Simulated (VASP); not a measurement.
# AlN (Cm) in VASP: further runs, part 2 of 2

VASP 6.6.1. The steps go on from the part before.

### Step 3. Single point, PBE (atoms displaced along a vibrational mode)

INCAR

```
PREC = Accurate
ENCUT = 520
EDIFF = 1E-6
ISMEAR = 0
SIGMA = 0.05
LREAL = False
LASPH = True
NELM = 100
ALGO = Normal
ISIF = 2
LWAVE = False
LCHARG = False
GGA = PE
NBANDS = 26
```

KPOINTS

```
Automatic mesh
0
Gamma
  8 8 8
```

POSCAR

```
AlN
1.0
   -3.1302395627      0.0000000000      0.0000000000
    0.0000000000      5.4217339625      0.0000000000
    1.5651197814     -2.7108669813     -5.0179796546
Al N
4 4
Direct
    0.9994190881      0.3294923026      0.9988381762
    0.4988521944      0.8354456466      0.9977043888
    0.2500621487      0.9166780710      0.5001242975
    0.7482091338      0.4149265448      0.4964182675
    0.7987578394      0.1330405976      0.5975156789
    0.3179708781      0.6503547866      0.6359417561
    0.0583643588      0.7596140576      0.1167287175
    0.5583643588      0.1904479932      0.1167287175
```

Potentials or basis: VASP PAW PBE potentials, release 64 (Al, N).

Launch:

```bash
cat potpaw_PBE.64/Al/POTCAR potpaw_PBE.64/N/POTCAR > POTCAR
mpirun -np 1 vasp_std > vasp.out
```

OUTCAR:

```text
PREC = Accurate
   ENCUT = 520
   EDIFF = 1E-6
   ISMEAR = 0
   LREAL = False
   LASPH = True
   NELM = 100
   ISIF = 2
   GGA = PE

 ion  position               nearest neighbor table
   1  0.999  0.329  0.999-   8 1.99   8 1.99   5 2.01   7 2.10   4 3.08   4 3.08   3 3.08   3 3.08
                             2 3.10   2 3.10   3 3.11   4 3.11   2 3.16   2 3.16
   2  0.499  0.835  0.998-   8 1.71   6 1.82   7 1.83   7 1.83   3 3.07   4 3.08   1 3.10   1 3.10
                             4 3.10   4 3.10   3 3.11   3 3.11   1 3.16   1 3.16
   3  0.250  0.917  0.500-   5 1.87   5 1.87   7 1.93   6 1.94   2 3.07   1 3.08   1 3.08   2 3.11
                             2 3.11   1 3.11   4 3.13   4 3.13   4 3.13   4 3.13
   4  0.748  0.415  0.496-   5 1.87   8 1.91   6 1.94   6 1.94   2 3.08   1 3.08   1 3.08   2 3.10
                             2 3.10   1 3.11   3 3.13   3 3.13   3 3.13   3 3.13
   5  0.799  0.133  0.598-   4 1.87   3 1.87   3 1.87   1 2.01
   6  0.318  0.650  0.636-   2 1.82   4 1.94   4 1.94   3 1.94
   7  0.058  0.760  0.117-   2 1.83   2 1.83   3 1.93   1 2.10
   8  0.558  0.190  0.117-   2 1.71   4 1.91   1 1.99   1 1.99

[... 204 lines left out ...]
 k-point     1 :       0.0000    0.0000    0.0000
  band No.  band energies     occupation
      1      -9.1430      2.00000
      2      -7.0963      2.00000
      3      -6.8432      2.00000
      4      -6.6532      2.00000
      5       0.0152      2.00000
      6       0.4207      2.00000
[... 685 lines left out ...]
     25      16.6913      0.00000
     26      16.9053      0.00000

 [... further k-points ...]

------------------------ aborting loop because EDIFF is reached ----------------------------------------

  FORCE on cell =-STRESS in cart. coord.  units (eV):
  Direction    XX          YY          ZZ          XY          YZ          ZX
  --------------------------------------------------------------------------------------
  -------------------------------------------------------------------------------------
  Total        1.4113124      2.8766334      1.4993416      0.0000000     -1.2989732     -0.0000000
  in kB       26.5515009     54.1190822     28.2076240      0.0000000    -24.4380240     -0.0000000
  external PRESSURE =      36.2927357 kB  Pullay stress =       0.0000000 kB

 VOLUME and BASIS-vectors are now :
 -----------------------------------------------------------------------------
  energy-cutoff  :      520.00
  volume of cell :       85.16
      direct lattice vectors                 reciprocal lattice vectors
    -3.130239563  0.000000000  0.000000000    -0.319464367  0.000000000 -0.099641695
     0.000000000  5.421733963  0.000000000     0.000000000  0.184442838 -0.099641695
     1.565119781 -2.710866981 -5.017979655     0.000000000  0.000000000 -0.199283391

 POSITION                                       TOTAL-FORCE (eV/Angst)
 -----------------------------------------------------------------------------------
     -1.56512     -0.92130     -5.01215        -0.000000      0.119729      0.297006
      0.00000      1.82492     -5.00646        -0.000000     -2.278852      0.261982
      0.00000      3.61421     -2.50961        -0.000000      0.024054      0.475503
     -1.56512      0.90390     -2.49102         0.000000      0.001226     -0.407706
     -1.56512     -0.89847     -2.99832         0.000000     -0.197621     -2.177344
     -0.00000      1.80210     -3.19114        -0.000000      0.065129      2.853982
     -0.00000      3.80199     -0.58574         0.000000     -3.968330     -0.488042
     -1.56512      0.71612     -0.58574         0.000000      6.234665     -0.815380
 -----------------------------------------------------------------------------------
    total drift:                                0.000003      0.000557      0.001115

  FREE ENERGIE OF THE ION-ELECTRON SYSTEM (eV)
  ---------------------------------------------------
  free  energy   TOTEN  =       -58.3641672604 eV

  energy  without entropy=      -58.3641672604  energy(sigma->0) =      -58.36416726
```

OSZICAR:

```text
N       E                     dE             d eps       ncg     rms          rms(c)
DAV:   1     0.112338797788E+03    0.11234E+03   -0.14746E+04  7800   0.111E+03
DAV:   2    -0.584243053655E+02   -0.17076E+03   -0.16015E+03 10606   0.227E+02
DAV:   3    -0.682561314916E+02   -0.98318E+01   -0.97747E+01 10420   0.557E+01
DAV:   4    -0.683440899344E+02   -0.87958E-01   -0.87899E-01  9344   0.611E+00
DAV:   5    -0.683453260124E+02   -0.12361E-02   -0.12358E-02 10234   0.723E-01    0.175E+01
DAV:   6    -0.583258090949E+02    0.10020E+02   -0.30831E+01  9732   0.300E+01    0.622E+00
DAV:   7    -0.583941863742E+02   -0.68377E-01   -0.15274E+00  9018   0.653E+00    0.415E+00
DAV:   8    -0.583677601085E+02    0.26426E-01   -0.13424E-01  9830   0.251E+00    0.659E-01
DAV:   9    -0.583632140158E+02    0.45461E-02   -0.23335E-02 10550   0.855E-01    0.348E-01
DAV:  10    -0.583639489994E+02   -0.73498E-03   -0.40390E-03  8842   0.343E-01    0.129E-01
DAV:  11    -0.583641506903E+02   -0.20169E-03   -0.31564E-04  9164   0.130E-01    0.294E-02
DAV:  12    -0.583641647209E+02   -0.14031E-04   -0.33648E-05 10034   0.469E-02    0.103E-02
DAV:  13    -0.583641669421E+02   -0.22212E-05   -0.92286E-06  8758   0.194E-02    0.403E-03
DAV:  14    -0.583641672604E+02   -0.31826E-06   -0.10524E-06  6216   0.773E-03
   1 F= -.58364167E+02 E0= -.58364167E+02  d E =-.747767E-11
```

It took 2.1 min on 1 thread of AMD EPYC 9R45 (Zen 5), shared host; peak memory 0.34 GiB.

What came out:

- Free energy: -58.3642 eV
- Pressure: 3.6 GPa
- Largest force: 6.288 eV/Å
- Band gap on the k mesh: 3.73 eV

Forces in eV/Å, atoms in the order of the input:
```
Al   0.000  0.120  0.297
Al   0.000 -2.279  0.262
Al   0.000  0.024  0.476
Al   0.000  0.001 -0.408
N    0.000 -0.198 -2.177
N    0.000  0.065  2.854
N    0.000 -3.968 -0.488
N    0.000  6.235 -0.815
```

Stress tensor (GPa, compression positive):
```
 2.66  0.00  0.00
 0.00  5.41 -2.44
 0.00 -2.44  2.82
```

Caveat: the cell differs from its parent crystal (atoms displaced along a vibrational mode); the cell stands under pressure; forces of over 1 eV/Å act on the atoms, so gaps and moduli don't describe the material at rest.
